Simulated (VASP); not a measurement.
# Ge64Au (a cell with a defect) in VASP: single point with PBEsol

Aim: the single point of Ge64Au (a cell with a defect) with PBEsol.

All numbers are computed with VASP 6.6.1; they aren't measurements. Logs are shortened: lines on timing, memory, paths and dates and some standing lists are left out, and cuts for length are marked.

### 1 The cell of the first run

The cell holds a defect, 65 atoms: a = 11.351 Å, b = 11.351 Å, c = 11.351 Å, α = 90.00°, β = 90.00°, γ = 90.00°.

### 2 Single point, PBEsol

Contents of INCAR:

```
PREC = Accurate
ENCUT = 410
EDIFF = 1E-6
ISMEAR = -1
SIGMA = 0.05
LREAL = Auto
LASPH = True
NELM = 120
ALGO = Normal
ISIF = 2
LWAVE = False
LCHARG = False
GGA = PS
NBANDS = 492
NELECT = 906.0
GGA_COMPAT = False
```

Contents of KPOINTS:

```
regular mesh
0
Gamma
  1 1 1
```

Contents of POSCAR:

```
Ge64Au
1.0
   11.3511840000      0.0000000000      0.0000000000
    0.0000000000     11.3511840000      0.0000000000
    0.0000000000      0.0000000000     11.3511840000
Ge Au
64 1
Direct
    0.9953690000      0.9951590000      0.9995420000
    0.9998540000      0.0052590000      0.5034460000
    0.0000530000      0.5026060000      0.0009580000
    0.9951660000      0.4967660000      0.5011950000
    0.5000430000      0.0025210000      0.0013160000
    0.4962480000      0.9955840000      0.5002100000
    0.4973810000      0.4967280000      0.9980370000
    0.4990920000      0.5139780000      0.5168500000
    0.1164490000      0.1202410000      0.1298120000
    0.1344160000      0.1260030000      0.6229850000
    0.1318650000      0.6307750000      0.1175600000
    0.1164610000      0.6218890000      0.6313020000
    0.6419550000      0.1195930000      0.1190400000
    0.6166000000      0.1196620000      0.6318750000
    0.6172060000      0.6212040000      0.1306740000
    0.6412400000      0.6288680000      0.6278820000
    0.2334590000      0.2440930000      0.9991850000
    0.2562110000      0.2524190000      0.4956510000
    0.2564970000      0.7540800000      0.9942330000
    0.2329950000      0.7532310000      0.5077890000
    0.7571540000      0.2514860000      0.9949530000
    0.7423420000      0.2424810000      0.5090830000
    0.7400290000      0.7471020000      0.0039510000
    0.7571020000      0.7532900000      0.4967910000
    0.3751320000      0.3602500000      0.1099190000
    0.3760670000      0.3772540000      0.6280330000
    0.3769070000      0.8782260000      0.1258220000
    0.3744380000      0.8708760000      0.6253950000
    0.8783260000      0.3768810000      0.1248880000
    0.8743340000      0.3707820000      0.6255370000
    0.8744610000      0.8681880000      0.1234160000
    0.8778870000      0.8787260000      0.6269360000
    0.2462330000      0.9980630000      0.2502380000
    0.2518010000      0.9994040000      0.7512210000
    0.2370340000      0.5034550000      0.2513100000
    0.2463090000      0.4991960000      0.7512410000
    0.7551790000      0.9955370000      0.2526530000
    0.7470890000      0.9974790000      0.7520210000
    0.7506730000      0.5001710000      0.2488080000
    0.7548080000      0.4972840000      0.7541120000
    0.3773680000      0.1208640000      0.3721390000
    0.3733840000      0.1263860000      0.8804080000
    0.3712740000      0.6416790000      0.3892820000
    0.3779450000      0.6230380000      0.8715310000
    0.8730710000      0.1261350000      0.3800630000
    0.8790640000      0.1222240000      0.8707830000
    0.8790540000      0.6236980000      0.3729000000
    0.8729610000      0.6275660000      0.8821760000
    0.9941930000      0.2499050000      0.2534130000
    0.0012360000      0.2455100000      0.7442990000
    0.0011950000      0.7469930000      0.2465120000
    0.9942130000      0.7511620000      0.7552460000
    0.5027000000      0.2311800000      0.2363400000
    0.4951440000      0.2506370000      0.7546500000
    0.4957460000      0.7528720000      0.2538210000
    0.5009440000      0.7466660000      0.7461450000
    0.1227330000      0.3732990000      0.3774250000
    0.1194110000      0.3754630000      0.8728780000
    0.1188660000      0.8772030000      0.3744970000
    0.1257220000      0.8760400000      0.8743890000
    0.6374130000      0.3699410000      0.3752330000
    0.6268080000      0.3739460000      0.8753720000
    0.6268020000      0.8749960000      0.3765130000
    0.6222920000      0.8735450000      0.8756540000
    0.4365830000      0.4353180000      0.3144110000
```

Potentials or basis: VASP PAW PBE potentials, release 64 (Ge_d, Au).

Launch:

```bash
> cat potpaw_PBE.64/Ge_d/POTCAR potpaw_PBE.64/Au/POTCAR > POTCAR
> mpirun -np 1 vasp_gam > vasp.out
```

OUTCAR:

```text
PREC = Accurate
   ENCUT = 410
   EDIFF = 1E-6
   ISMEAR = -1
   LREAL = Auto
   LASPH = True
   NELM = 120
   ISIF = 2
   GGA = PS
   NELECT = 906.0

 ion  position               nearest neighbor table
   1  0.995  0.995  1.000-  31 2.44  46 2.44  60 2.46   9 2.47
   2  1.000  0.005  0.503-  45 2.43  32 2.44  10 2.46  59 2.47
   3  0.000  0.503  0.001-  48 2.43  29 2.43  58 2.46  11 2.47
   4  0.995  0.497  0.501-  30 2.43  47 2.44  57 2.46  12 2.47
   5  0.500  0.003  0.001-  42 2.43  27 2.44  64 2.47  13 2.48
   6  0.496  0.996  0.500-  28 2.44  41 2.44  63 2.46  14 2.47
   7  0.497  0.497  0.998-  25 2.44  44 2.44  62 2.46  15 2.47
   8  0.499  0.514  0.517-  16 2.43  26 2.44  43 2.51  65 2.57  61 2.78
   9  0.116  0.120  0.130-  17 2.44  33 2.44  49 2.46   1 2.47
  10  0.134  0.126  0.623-  34 2.44  50 2.45   2 2.46  18 2.46
  11  0.132  0.631  0.118-  35 2.41  19 2.43  51 2.47   3 2.47
  12  0.116  0.622  0.631-  20 2.44  36 2.44  52 2.46   4 2.47
  13  0.642  0.120  0.119-  53 2.42  37 2.44  21 2.44   5 2.48
  14  0.617  0.120  0.632-  22 2.43  38 2.44  54 2.46   6 2.47
[... 35 lines left out ...]
  50  0.001  0.246  0.744-  30 2.43  46 2.44  10 2.45  58 2.47
  51  0.001  0.747  0.247-  31 2.43  47 2.44  59 2.47  11 2.47
  52  0.994  0.751  0.755-  48 2.44  32 2.44  12 2.46  60 2.46
  53  0.503  0.231  0.236-  13 2.42  41 2.44  25 2.51  65 2.59  61 2.70
  54  0.495  0.251  0.755-  42 2.44  26 2.44  14 2.46  62 2.46
  55  0.496  0.753  0.254-  43 2.44  27 2.44  63 2.46  15 2.47
  56  0.501  0.747  0.746-  28 2.43  44 2.44  16 2.48  64 2.48
  57  0.123  0.373  0.377-  35 2.43  18 2.45   4 2.46  49 2.46
  58  0.119  0.375  0.873-  36 2.44  17 2.44   3 2.46  50 2.47
  59  0.119  0.877  0.374-  20 2.44  33 2.44  51 2.47   2 2.47
  60  0.126  0.876  0.874-  34 2.44  19 2.44   1 2.46  52 2.46
  61  0.637  0.370  0.375-  22 2.41  39 2.43  65 2.49  53 2.70   8 2.78
  62  0.627  0.374  0.875-  21 2.44  40 2.44   7 2.46  54 2.46
  63  0.627  0.875  0.377-  24 2.44  37 2.44   6 2.46  55 2.46
  64  0.622  0.874  0.876-  38 2.44  23 2.44   5 2.47  56 2.48
  65  0.437  0.435  0.314-  61 2.49  35 2.50   8 2.57  25 2.57  53 2.59  43 2.60

  LATTYP: Found a simple cubic cell.
 ALAT       =    11.3511840000

  Lattice vectors:

 A1 = (  11.3511840000,   0.0000000000,   0.0000000000)
 A2 = (   0.0000000000,  11.3511840000,   0.0000000000)
 A3 = (   0.0000000000,   0.0000000000,  11.3511840000)

Analysis of symmetry for initial positions (statically):
=====================================================================
 Subroutine PRICEL returns:
 Original cell was already a primitive cell.

 Routine SETGRP: Setting up the symmetry group for a
 simple cubic supercell.

 Subroutine GETGRP returns: Found  1 space group operations
 (whereof  1 operations were pure point group operations)
 out of a pool of 48 trial point group operations.

The static configuration has the point symmetry C_1 .

Analysis of symmetry for dynamics (positions and initial velocities):
=====================================================================
 Subroutine PRICEL returns:
 Original cell was already a primitive cell.

 Routine SETGRP: Setting up the symmetry group for a
 simple cubic supercell.

 Subroutine GETGRP returns: Found  1 space group operations
 (whereof  1 operations were pure point group operations)
 out of a pool of 48 trial point group operations.

The dynamic configuration has the point symmetry C_1 .

 Subroutine INISYM returns: Found  1 space group operations
 (whereof  1 operations are pure point group operations),
 and found     1 'primitive' translations

----------------------------------------------------------------------------------------

                                     Primitive cell

  volume of cell :    1462.5930

[... 142 lines left out ...]

----------------------------------------------------------------------------------------

 KPOINTS: regular mesh

Automatic generation of k-mesh.
 Grid dimensions read from file:
 generate k-points for:    1    1    1

 Generating k-lattice:

  Cartesian coordinates                     Fractional coordinates (reciprocal lattice)
     0.088096537  0.000000000  0.000000000     1.000000000  0.000000000  0.000000000
     0.000000000  0.088096537  0.000000000     0.000000000  1.000000000  0.000000000
     0.000000000  0.000000000  0.088096537     0.000000000  0.000000000  1.000000000

  Length of vectors
     0.088096537  0.088096537  0.088096537

  Shift w.r.t. Gamma in fractional coordinates (k-lattice)
     0.000000000  0.000000000  0.000000000

 Subroutine IBZKPT returns following result:
 ===========================================

 Found      1 irreducible k-points:

 Following reciprocal coordinates:
            Coordinates               Weight
  0.000000  0.000000  0.000000      1.000000
   k-points           NKPTS =      1   k-points in BZ     NKDIM =      1   number of bands    NBANDS=    492
   number of dos      NEDOS =    301   number of ions     NIONS =     65
   total plane-waves  NPLWV = 512000
   dimension x,y,z NGX =    80 NGY =   80 NGZ =   80
   dimension x,y,z NGXF=   160 NGYF=  160 NGZF=  160
   ions per type =              64   1
   NGX,Y,Z   is equivalent  to a cutoff of  11.72, 11.72, 11.72 a.u.
   NGXF,Y,Z  is equivalent  to a cutoff of  23.43, 23.43, 23.43 a.u.
 SYSTEM =  unknown system
   PREC   = accura    normal or accurate (medium, high low for compatibility)
   ISTART =      0    job   : 0-new  1-cont  2-samecut
   ICHARG =      2    charge: 1-file 2-atom 10-const
   ISPIN  =      1    spin polarized calculation?
   LNONCOLLINEAR =      F non collinear calculations
   LSORBIT =      F    spin-orbit coupling
   LASPH  =      T    aspherical Exc in radial PAW
   ENCUT  =  410.0 eV  30.13 Ry    5.49 a.u.  18.74 18.74 18.74*2*pi/ulx,y,z
   NELM   =    120;   NELMIN=  2; NELMDL= -5     # of ELM steps
   EDIFF  = 0.1E-05   stopping-criterion for ELM
   LREAL  =      T    real-space projection
   EDIFFG = 0.1E-04   stopping-criterion for IOM
   NSW    =      0    number of steps for IOM
   IBRION =     -1    ionic relax: 0-MD 1-quasi-New 2-CG
   NFREE  =      0    steps in history (QN), initial steepest desc. (CG)
   ISIF   =      2    stress and relaxation
   ISYM   =      2    0-nonsym 1-usesym 2-fastsym
   POTIM  = 0.5000    time-step for ionic-motion
   TEBEG  =    0.0;   TEEND  =   0.0 temperature during run
   PSTRESS=    0.0 pullay stress
   NELECT =     906.0000    total number of electrons
   NUPDOWN=      -1.0000    fix difference up-down
   EMIN   =  10.00;   EMAX   =-10.00  energy-range for DOS
   EFERMI =   0.00;   METHOD = LEGACY
   ISMEAR =    -1;   SIGMA  =   0.05  broadening in eV -4-tet -1-fermi 0-gaus
   EFERMI_NEDOS =   21; number of points for ismear=-14 and -15
   IALGO  =     38    algorithm
   IMIX   =      4    mixing-type and parameters
     AMIX     =   0.40;   BMIX     =  1.00
     AMIX_MAG =   1.60;   BMIX_MAG =  1.00
  volume/ion in A,a.u.               =      22.50       151.85
  Fermi-wavevector in a.u.,A,eV,Ry     =   1.395542  2.637193 26.497875  1.947539
  Thomas-Fermi vector in A             =   2.518984
   LORBIT       =      0    0 simple, 1 ext, 2 COOP (PROOUT), +10 PAW based schemes
   GGA     = PS    functional components
   LHFCALC =     F    Hartree Fock is set to
   AEXX    =    0.0000 exact exchange contribution
   IVDW    =     0    specifies the selected vdW correction
   LEPSILON=     F    determine dielectric tensor
   LRPA    =     F    only Hartree local field effects (RPA)
 non-spin polarized calculation
  energy-cutoff  :      410.00
  volume of cell :     1462.59
 maximum number of plane-waves:     13805
 NGX is ok and might be reduce to    80
   NGX = 37   NGY = 37   NGZ = 37

 number of electron     905.9999988 magnetization

 Free energy of the ion-electron system (eV)
  ---------------------------------------------------
  ext. energy  EPLUGINS =         0.00000000
  ---------------------------------------------------
  free energy    TOTEN  =      -314.11118107 eV

  energy without entropy =     -313.92342150  energy(sigma->0) =     -314.01730128

 E-fermi :   4.9281     XC(G=0): -10.1380

 val. band max:        4.8538080874   @ k =   0.0000   0.0000   0.0000
 cond. band min:       5.0069345863   @ k =   0.0000   0.0000   0.0000
 fundamental gap:      0.1531264988
 Fermi energy:         4.9280886160

 k-point     1 :       0.0000    0.0000    0.0000
  band No.  band energies     occupation
      1     -19.9164      2.00000
      2     -19.9078      2.00000
      3     -19.9020      2.00000
      4     -19.9017      2.00000
      5     -19.9005      2.00000
      6     -19.8983      2.00000
[... 457 lines left out ...]
    464       5.7067      0.00000
    465       5.7643      0.00000
 [bands above 465 left out]

------------------------ aborting loop because EDIFF is reached ----------------------------------------

  FORCE on cell =-STRESS in cart. coord.  units (eV):
  Direction    XX          YY          ZZ          XY          YZ          ZX
  --------------------------------------------------------------------------------------
  -------------------------------------------------------------------------------------
  Total       14.5191671     12.1618667     12.7825968     -2.2049695     -7.4647401      0.1353050
  in kB       15.9048214     13.3225492     14.0025194     -2.4154034     -8.1771466      0.1482180
  external PRESSURE =      14.4099633 kB  Pullay stress =       0.0000000 kB

 VOLUME and BASIS-vectors are now :
 -----------------------------------------------------------------------------
  energy-cutoff  :      410.00
  volume of cell :     1462.59
      direct lattice vectors                 reciprocal lattice vectors
    11.351184000  0.000000000  0.000000000     0.088096537  0.000000000  0.000000000
     0.000000000 11.351184000  0.000000000     0.000000000  0.088096537  0.000000000
     0.000000000  0.000000000 11.351184000     0.000000000  0.000000000  0.088096537

 POSITION                                       TOTAL-FORCE (eV/Angst)
 -----------------------------------------------------------------------------------
     11.29862     11.29623     11.34599         0.065623     -0.005476      0.015890
     11.34953      0.05970      5.71471         0.052585     -0.019488      0.010029
      0.00060      5.70517      0.01087         0.041821     -0.010730      0.014895
     11.29631      5.63888      5.68916         0.065571     -0.007172      0.015364
      5.67608      0.02862      0.01494         0.045943     -0.011891      0.009206
      5.63300     11.30106      5.67798         0.070597     -0.004914      0.020956
[... 57 lines left out ...]
      7.06375      9.91577      9.93971        -0.035711     -0.005586     -0.019834
      4.95573      4.94137      3.56894         0.000141      0.017773     -0.009897
 -----------------------------------------------------------------------------------
    total drift:                                0.008865      0.016723     -0.003023

  FREE ENERGIE OF THE ION-ELECTRON SYSTEM (eV)
  ---------------------------------------------------
  free  energy   TOTEN  =      -314.1111810715 eV

  energy  without entropy=     -313.9234214981  energy(sigma->0) =     -314.01730128
```

Run time: 33 min. Hardware: 1 thread of Intel Xeon 8259CL, shared host; peak memory 1 GiB.

Results:

| Quantity | Value |
| --- | --- |
| Free energy | -314.1112 eV |
| Largest force | 0.082 eV/Å |

Forces in eV/Å, atoms in the order of the input:
```
Ge   0.066 -0.005  0.016
Ge   0.053 -0.019  0.010
Ge   0.042 -0.011  0.015
Ge   0.066 -0.007  0.015
Ge   0.046 -0.012  0.009
Ge   0.071 -0.005  0.021
Ge   0.071  0.000  0.023
Ge   0.044 -0.034  0.027
Ge  -0.049 -0.008 -0.016
Ge  -0.037  0.024 -0.041
Ge  -0.043  0.000 -0.021
Ge  -0.047 -0.007 -0.014
Ge  -0.065  0.019 -0.047
Ge  -0.043 -0.012 -0.009
Ge  -0.042 -0.004 -0.017
Ge  -0.042  0.040 -0.020
Ge   0.046 -0.026  0.016
Ge   0.047  0.016  0.016
Ge   0.052  0.012  0.017
Ge   0.042 -0.008  0.044
Ge   0.050  0.015  0.020
Ge   0.042  0.003  0.009
Ge   0.041 -0.017  0.026
Ge   0.045  0.006  0.014
Ge  -0.069  0.006 -0.028
Ge  -0.066  0.008 -0.014
Ge  -0.061  0.008 -0.019
Ge  -0.063  0.004 -0.004
Ge  -0.059  0.009 -0.016
Ge  -0.056 -0.003 -0.006
Ge  -0.065  0.002 -0.012
Ge  -0.056  0.006 -0.024
Ge   0.057 -0.001  0.017
Ge   0.038 -0.007  0.031
Ge  -0.004 -0.016 -0.001
Ge   0.060  0.000  0.018
Ge   0.048 -0.009  0.043
Ge   0.050 -0.002  0.013
Ge   0.057  0.012  0.007
Ge   0.036 -0.009  0.037
Ge  -0.054 -0.003 -0.033
Ge  -0.065 -0.010 -0.027
Ge  -0.046  0.014 -0.015
Ge  -0.059  0.004 -0.036
Ge  -0.062 -0.017 -0.026
Ge  -0.056  0.006 -0.026
Ge  -0.052  0.003 -0.037
Ge  -0.063 -0.005 -0.029
Ge   0.066  0.003  0.025
Ge   0.055  0.012  0.040
Ge   0.042  0.018  0.040
Ge   0.060  0.006  0.021
Ge   0.044 -0.024  0.030
Ge   0.070  0.002  0.024
Ge   0.071 -0.008  0.019
Ge   0.049  0.014  0.034
Ge  -0.057  0.003 -0.017
Ge  -0.040 -0.005 -0.027
Ge  -0.042 -0.002 -0.028
Ge  -0.033  0.008 -0.026
Ge  -0.003 -0.016  0.023
Ge  -0.045  0.006 -0.028
Ge  -0.046  0.012 -0.029
Ge  -0.036 -0.006 -0.020
Au   0.000  0.018 -0.010
```

Caveat: the k points lie up to 0.55 Å⁻¹ apart; the cell carries a net charge on a neutralising background, which shifts energy and pressure; the cell is charged against a uniform background, so pressure and absolute levels hang on convention; the PAW data sets were made with another functional, which shifts forces and pressure a little; spin-orbit coupling is left out, which moves the levels of the heavy elements.
